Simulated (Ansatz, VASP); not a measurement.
**One calculation of Pb, two programs**

```
Pb
1.0
     3.49282    0.00000    0.00000
    -1.74641    3.02487    0.00000
     0.00000    0.00000   23.55564
Pb
4
Direct
  0.66667 0.33333 0.31840
  0.33333 0.66667 0.43947
  0.00000 0.00000 0.56053
  0.66667 0.33333 0.68160
```

Alike in both runs: task single point; functional PBE; k mesh 9 × 9 × 1; occupations fermi-dirac, width 0.05 eV; no spin polarisation.

```csv
,VASP,Ansatz
version,VASP 6.6.1,Ansatz 0.2.0
potentials or method,"VASP PAW PBE potentials, release 64 (Pb_d)",Ansatz PAW earlier set
plane-wave cutoff (eV),520,700
valence electrons in the cell,56,88
```

|  | VASP | Ansatz | Ansatz less VASP |
| --- | --- | --- | --- |
| gap on the k mesh at the Fermi level (eV) | none | none | - |
| rms of the force components (eV/Å) | 0.128 | 0.128 | +0.0003 |

Atom by atom the forces differ by 0.001 eV/Å (rms over components). A gap of «none» marks a metal or a gap that the smearing closes. The functional is the same, so the differences come from potentials, cutoffs and numerics. VASP's potentials hold 56 valence electrons a cell and Ansatz's 88, so a difference there can come from the potentials and not from the codes.

Spin-orbit coupling is off throughout.
